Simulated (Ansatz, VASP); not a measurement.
**One calculation of Te, two programs**

```
Te
1.0
    -3.19282    3.19282    1.57771
     3.19282   -3.19282    1.57771
     3.19282    3.19282   -1.57771
Te
2
Direct
  0.00000 0.00000 0.00000
  0.75000 0.25000 0.50000
```

Alike in both runs: functional PBE; k mesh 14 × 14 × 14; occupations gaussian, width 0.1 eV; no spin polarisation.

Ansatz relaxed the structure, and its values are those at the end. VASP's run is a single point on that final structure, the one shown.

```csv
,VASP,Ansatz
version,VASP 6.6.1,Ansatz 0.2.0
potentials or method,"VASP PAW PBE potentials, release 64 (Te), cutoff 520 eV","scalar-relativistic, plane waves, PAW"
valence electrons in the cell,12,32
```

Ansatz gave:

* gap on the k mesh at the Fermi level (eV): none
* pressure (GPa): 0.0

Problem. Which values does VASP return?

Solution. gap on the k mesh at the Fermi level (eV): none; pressure (GPa): -0.1.

A gap of «none» marks a metal or a gap that the smearing closes. VASP's potentials hold 12 valence electrons a cell and Ansatz's 32, so a difference there can come from the potentials and not from the codes.

Spin-orbit coupling is off throughout.
